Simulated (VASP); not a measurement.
# TaN (P6/mmm) in VASP: single point with r2SCAN

Aim: the single point of TaN with r2SCAN.

Program: VASP 6.6.1. These are calculated values, not measurements. Logs are shortened: lines on timing, memory, paths and dates and some standing lists are left out, and cuts for length are marked.

## Step 1: The cell of the first run

Symmetry: P6/mmm, No. 191, hexagonal system. Conventional cell: a = 5.103 Å, b = 5.103 Å, c = 2.878 Å, α = 90.00°, β = 90.00°, γ = 120.00°. Within 3.4 Å of Ta (site symmetry 6/mmm) lie 6 N at 2.55 Å and 14 Ta at 2.88 to 3.28 Å. Ta (site symmetry -6m2) has 6 N at 2.06 Å within 2.7 Å. N (site symmetry mmm) has 6 Ta at 2.06 to 2.55 Å and 4 N at 2.55 Å within 2.7 Å.

## Step 2: Single point, r2SCAN (10.82 Å³/atom)

Input file POSCAR:

```
TaN
1.0
    5.1033263391      0.0000000000      0.0000000000
   -2.5516631696      4.4196102534      0.0000000000
    0.0000000000      0.0000000000      2.8779518930
Ta N
3 3
Direct
    0.0000000000      0.0000000000      0.0000000000
    0.3333333333      0.6666666667      0.5000000000
    0.6666666667      0.3333333333      0.5000000000
    0.5000000000      0.0000000000      0.0000000000
    0.5000000000      0.5000000000      0.0000000000
    0.0000000000      0.5000000000      0.0000000000
```

Input file INCAR.step1:

```
SYSTEM = TaN
ALGO     = Normal         ! electronic algorithm
EDIFF    = 1E-4           ! SCF threshold, eV
ENCUT    = 520            ! plane-wave cutoff, eV
GGA      = PE             ! functional
ISMEAR   = 0              ! smearing method
LASPH    = .True.         ! aspherical terms in the spheres
LCHARG   = .False.        ! write CHGCAR
LREAL    = .False.        ! projectors in reciprocal space
LWAVE    = .True.         ! write WAVECAR
NBANDS   = 33             ! bands
NELM     = 100            ! most SCF steps
PREC     = Accurate       ! precision mode
SIGMA    = 0.1            ! smearing width, eV
```

Input file INCAR.step2:

```
SYSTEM = TaN
ALGO     = Normal         ! electronic algorithm
EDIFF    = 1E-6           ! SCF threshold, eV
ENCUT    = 520            ! plane-wave cutoff, eV
ISIF     = 2              ! what is computed and relaxed
ISMEAR   = 0              ! smearing method
ISTART   = 1            
LASPH    = .True.         ! aspherical terms in the spheres
LCHARG   = .False.        ! write CHGCAR
LMIXTAU  = .True.       
LREAL    = .False.        ! projectors in reciprocal space
LWAVE    = .False.        ! write WAVECAR
METAGGA  = R2SCAN         ! meta-GGA
NBANDS   = 33             ! bands
NELM     = 100            ! most SCF steps
PREC     = Accurate       ! precision mode
SIGMA    = 0.1            ! smearing width, eV
```

Input file KPOINTS:

```
k-points
0
Gamma
  9 9 12
  0 0 0
```

Potentials or basis: VASP PAW PBE potentials, release 64 (Ta_pv, N).

Run with:

```
$ cat potpaw_PBE.64/Ta_pv/POTCAR potpaw_PBE.64/N/POTCAR > POTCAR
$ cp INCAR.step1 INCAR
$ mpirun -np 1 vasp_std > vasp.out
$ cp INCAR.step2 INCAR
$ mpirun -np 1 vasp_std > vasp.out
```

OUTCAR:

```text
SYSTEM = TaN
   EDIFF = 1E-6
   ENCUT = 520
   ISIF = 2
   ISMEAR = 0
   ISTART = 1
   LASPH = .True.
   LREAL = .False.
   METAGGA = R2SCAN
   NELM = 100
   PREC = Accurate

 ion  position               nearest neighbor table
   1  0.000  0.000  0.000-   5 2.55   5 2.55   6 2.55   6 2.55   4 2.55   4 2.55   3 3.28   3 3.28
                             2 3.28   2 3.28   2 3.28   3 3.28   2 3.28   3 3.28   2 3.28   3 3.28
   2  0.333  0.667  0.500-   4 2.06   4 2.06   6 2.06   6 2.06   5 2.06   5 2.06   3 2.95   3 2.95
                             3 2.95   1 3.28   1 3.28   1 3.28   1 3.28   1 3.28   1 3.28
   3  0.667  0.333  0.500-   4 2.06   4 2.06   6 2.06   6 2.06   5 2.06   5 2.06   2 2.95   2 2.95
                             2 2.95   1 3.28   1 3.28   1 3.28   1 3.28   1 3.28   1 3.28
   4  0.500  0.000  0.000-   2 2.06   3 2.06   2 2.06   3 2.06   1 2.55   1 2.55
   5  0.500  0.500  0.000-   2 2.06   3 2.06   2 2.06   3 2.06   1 2.55   1 2.55
   6  0.000  0.500  0.000-   2 2.06   3 2.06   2 2.06   3 2.06   1 2.55   1 2.55

  LATTYP: Found a hexagonal cell.
 ALAT       =     5.1033263391
 C/A-ratio  =     0.5639364802

  Lattice vectors:

 A1 = (   5.1033263391,   0.0000000000,   0.0000000000)
 A2 = (  -2.5516631696,   4.4196102534,   0.0000000000)
 A3 = (   0.0000000000,   0.0000000000,   2.8779518930)

Analysis of symmetry for initial positions (statically):
=====================================================================
 Subroutine PRICEL returns:
 Original cell was already a primitive cell.

 Routine SETGRP: Setting up the symmetry group for a
 hexagonal supercell.

 Subroutine GETGRP returns: Found 24 space group operations
 (whereof 24 operations were pure point group operations)
 out of a pool of 24 trial point group operations.

The static configuration has the point symmetry D_6h.

Analysis of symmetry for dynamics (positions and initial velocities):
=====================================================================
 Subroutine PRICEL returns:
 Original cell was already a primitive cell.

 Routine SETGRP: Setting up the symmetry group for a
 hexagonal supercell.

 Subroutine GETGRP returns: Found 24 space group operations
 (whereof 24 operations were pure point group operations)
 out of a pool of 24 trial point group operations.

The dynamic configuration has the point symmetry D_6h.

 Subroutine INISYM returns: Found 24 space group operations
 (whereof 24 operations are pure point group operations),
 and found     1 'primitive' translations

----------------------------------------------------------------------------------------

                                     Primitive cell

  volume of cell :      64.9114

  direct lattice vectors                    reciprocal lattice vectors
     5.103326339  0.000000000  0.000000000     0.195950628  0.113132148  0.000000000
    -2.551663170  4.419610253  0.000000000     0.000000000  0.226264295  0.000000000
     0.000000000  0.000000000  2.877951893     0.000000000  0.000000000  0.347469324

  length of vectors
     5.103326339  5.103326339  2.877951893     0.226264295  0.226264295  0.347469324

  position of ions in fractional coordinates (direct lattice)
     0.000000000  0.000000000  0.000000000
     0.333333333  0.666666667  0.500000000
     0.666666667  0.333333333  0.500000000
     0.500000000  0.000000000  0.000000000
     0.500000000  0.500000000  0.000000000
     0.000000000  0.500000000  0.000000000

  ion indices of the primitive-cell ions
   primitive index   ion index
                 1           1
                 2           2
                 3           3
                 4           4
                 5           5
                 6           6

----------------------------------------------------------------------------------------

 KPOINTS: k-points

Automatic generation of k-mesh.
 Grid dimensions read from file:
 generate k-points for:    9    9   12

 Generating k-lattice:

  Cartesian coordinates                     Fractional coordinates (reciprocal lattice)
     0.021772292  0.012570239  0.000000000     0.111111111  0.000000000  0.000000000
     0.000000000  0.025140477  0.000000000     0.000000000  0.111111111  0.000000000
     0.000000000  0.000000000  0.028955777     0.000000000  0.000000000  0.083333333

  Length of vectors
     0.025140477  0.025140477  0.028955777

  Shift w.r.t. Gamma in fractional coordinates (k-lattice)
     0.000000000  0.000000000  0.000000000

 Subroutine IBZKPT returns following result:
 ===========================================

 Found     84 irreducible k-points:

 Following reciprocal coordinates:
            Coordinates               Weight
  0.000000  0.000000  0.000000      1.000000
  0.111111  0.000000  0.000000      6.000000
  0.222222  0.000000  0.000000      6.000000
  0.333333  0.000000  0.000000      6.000000
  0.444444  0.000000  0.000000      6.000000
  0.111111  0.111111  0.000000      6.000000
[... 16 lines left out ...]
  0.333333  0.222222  0.083333     24.000000
  0.333333  0.333333  0.083333      4.000000
 [... further k-points ...]
   k-points           NKPTS =     84   k-points in BZ     NKDIM =     84   number of bands    NBANDS=     33
   number of dos      NEDOS =    301   number of ions     NIONS =      6
   total plane-waves  NPLWV =  38400
   dimension x,y,z NGX =    40 NGY =   40 NGZ =   24
   dimension x,y,z NGXF=    80 NGYF=   80 NGZF=   48
   ions per type =               3   3
   NGX,Y,Z   is equivalent  to a cutoff of  13.03, 13.03, 13.86 a.u.
   NGXF,Y,Z  is equivalent  to a cutoff of  26.06, 26.06, 27.73 a.u.
 SYSTEM =  TaN
   PREC   = accura    normal or accurate (medium, high low for compatibility)
   ISTART =      1    job   : 0-new  1-cont  2-samecut
   ICHARG =      0    charge: 1-file 2-atom 10-const
   ISPIN  =      1    spin polarized calculation?
   LNONCOLLINEAR =      F non collinear calculations
   LSORBIT =      F    spin-orbit coupling
   LASPH  =      T    aspherical Exc in radial PAW
   ENCUT  =  520.0 eV  38.22 Ry    6.18 a.u.   9.49  9.49  5.35*2*pi/ulx,y,z
   NELM   =    100;   NELMIN=  2; NELMDL=  0     # of ELM steps
   EDIFF  = 0.1E-05   stopping-criterion for ELM
   LREAL  =      F    real-space projection
   EDIFFG = 0.1E-04   stopping-criterion for IOM
   NSW    =      0    number of steps for IOM
   IBRION =     -1    ionic relax: 0-MD 1-quasi-New 2-CG
   NFREE  =      0    steps in history (QN), initial steepest desc. (CG)
   ISIF   =      2    stress and relaxation
   ISYM   =      2    0-nonsym 1-usesym 2-fastsym
   POTIM  = 0.5000    time-step for ionic-motion
   TEBEG  =    0.0;   TEEND  =   0.0 temperature during run
   PSTRESS=    0.0 pullay stress
   NELECT =      48.0000    total number of electrons
   NUPDOWN=      -1.0000    fix difference up-down
   EMIN   =  10.00;   EMAX   =-10.00  energy-range for DOS
   EFERMI =   0.00;   METHOD = LEGACY
   ISMEAR =     0;   SIGMA  =   0.10  broadening in eV -4-tet -1-fermi 0-gaus
   EFERMI_NEDOS =   21; number of points for ismear=-14 and -15
   IALGO  =     38    algorithm
   IMIX   =      4    mixing-type and parameters
     AMIX     =   0.40;   BMIX     =  1.00
     AMIX_MAG =   1.60;   BMIX_MAG =  1.00
  volume/ion in A,a.u.               =      10.82        73.01
  Fermi-wavevector in a.u.,A,eV,Ry     =   1.480409  2.797567 29.818663  2.191610
  Thomas-Fermi vector in A             =   2.594446
   LORBIT       =      0    0 simple, 1 ext, 2 COOP (PROOUT), +10 PAW based schemes
   METAGGA = R2SCAN    functional components
   LHFCALC =     F    Hartree Fock is set to
   AEXX    =    0.0000 exact exchange contribution
   IVDW    =     0    specifies the selected vdW correction
   LEPSILON=     F    determine dielectric tensor
   LRPA    =     F    only Hartree local field effects (RPA)
 non-spin polarized calculation
 Gauss-broadening in eV      SIGMA  =   0.10
  energy-cutoff  :      520.00
  volume of cell :       64.91
 maximum number of plane-waves:      1770
 NGX is ok and might be reduce to    40
   NGX = 19   NGY = 19   NGZ = 11

 number of electron      47.9999993 magnetization

 Free energy of the ion-electron system (eV)
  ---------------------------------------------------
  ext. energy  EPLUGINS =         0.00000000
  ---------------------------------------------------
  free energy    TOTEN  =      -178.10769589 eV

  energy without entropy =     -178.10389112  energy(sigma->0) =     -178.10579350

 E-fermi :   8.7350     XC(G=0): -14.3228

 val. band max:        8.6579162142   @ k =   0.4444   0.0000   0.1667
 cond. band min:       8.7421521167   @ k =   0.1111   0.0000   0.2500
 fundamental gap:      0.0842359025
 Fermi energy:         8.7350402068

 k-point     1 :       0.0000    0.0000    0.0000
  band No.  band energies     occupation
      1     -28.9168      2.00000
      2     -28.9168      2.00000
      3     -28.4444      2.00000
      4     -28.4444      2.00000
      5     -28.2037      2.00000
      6     -28.0496      2.00000
[... 25 lines left out ...]
     32      12.2302      0.00000
     33      12.2740      0.00000

 k-point     2 :       0.1111    0.0000    0.0000
  band No.  band energies     occupation
      1     -28.9291      2.00000
      2     -28.9115      2.00000
      3     -28.4316      2.00000
      4     -28.4276      2.00000
      5     -28.1989      2.00000
      6     -28.0702      2.00000
[... 25 lines left out ...]
     32      12.2889      0.00000
     33      12.5951      0.00000
[... 754 lines left out ...]
     32      12.2165      0.00000
     33      12.6475      0.00000

 k-point    24 :       0.3333    0.3333    0.0833
  band No.  band energies     occupation
      1     -28.9611      2.00000
      2     -28.6809      2.00000
      3     -28.6809      2.00000
      4     -28.2762      2.00000
      5     -28.1973      2.00000
      6     -28.1973      2.00000
[... 25 lines left out ...]
     32      12.4571      0.00000
     33      12.4571      0.00000

 [... further k-points ...]

------------------------ aborting loop because EDIFF is reached ----------------------------------------

  FORCE on cell =-STRESS in cart. coord.  units (eV):
  Direction    XX          YY          ZZ          XY          YZ          ZX
  --------------------------------------------------------------------------------------
  -------------------------------------------------------------------------------------
  Total        9.3151150      9.3151150      9.4578622     -0.0000000      0.0000000     -0.0000000
  in kB      229.9206410    229.9206410    233.4440029     -0.0000000      0.0000000     -0.0000000
  external PRESSURE =     231.0950950 kB  Pullay stress =       0.0000000 kB

 VOLUME and BASIS-vectors are now :
 -----------------------------------------------------------------------------
  energy-cutoff  :      520.00
  volume of cell :       64.91
      direct lattice vectors                 reciprocal lattice vectors
     5.103326339  0.000000000  0.000000000     0.195950628  0.113132148  0.000000000
    -2.551663170  4.419610253  0.000000000     0.000000000  0.226264295  0.000000000
     0.000000000  0.000000000  2.877951893     0.000000000  0.000000000  0.347469324

 POSITION                                       TOTAL-FORCE (eV/Angst)
 -----------------------------------------------------------------------------------
      0.00000      0.00000      0.00000         0.000000      0.000000      0.000000
     -0.00000      2.94641      1.43898        -0.000000      0.000000      0.000000
      2.55166      1.47320      1.43898         0.000000     -0.000000      0.000000
      2.55166      0.00000      0.00000         0.000000      0.000000      0.000000
      1.27583      2.20981      0.00000         0.000000      0.000000      0.000000
     -1.27583      2.20981      0.00000         0.000000      0.000000      0.000000
 -----------------------------------------------------------------------------------
    total drift:                               -0.000000      0.000000     -0.000000

  FREE ENERGIE OF THE ION-ELECTRON SYSTEM (eV)
  ---------------------------------------------------
  free  energy   TOTEN  =      -178.1076958882 eV

  energy  without entropy=     -178.1038911176  energy(sigma->0) =     -178.10579350
```

Run time: 4.7 min. Hardware: 1 thread of Intel Xeon 6975P-C (Granite Rapids), shared host; peak memory 0.29 GiB.

What came out:

| Property | Result |
| --- | --- |
| Free energy | -178.1077 eV |
| Pressure | 23.1 GPa |
| Band gap on the k mesh | zero (bands 24 and 25 overlap by 2.35 eV) |

Stress tensor (GPa, compression positive):
```
22.99  0.00  0.00
 0.00 22.99  0.00
 0.00  0.00 23.34
```

Levels at points of the mesh, in eV from the Fermi level:
```csv
k point,band 22,band 23,band 24,band 25,band 26,band 27
"(0.00, 0.00, 0.00)",-2.88,-2.26,-1.28,-1.28,0.83,0.83
"(0.00, 0.00, 0.50)",-3.51,-2.25,1.07,1.07,1.37,2.32
```

Caveat: the cell stands under pressure; the PAW data sets were made with another functional, which shifts forces and pressure a little; spin-orbit coupling is left out, which moves the levels of the heavy elements.
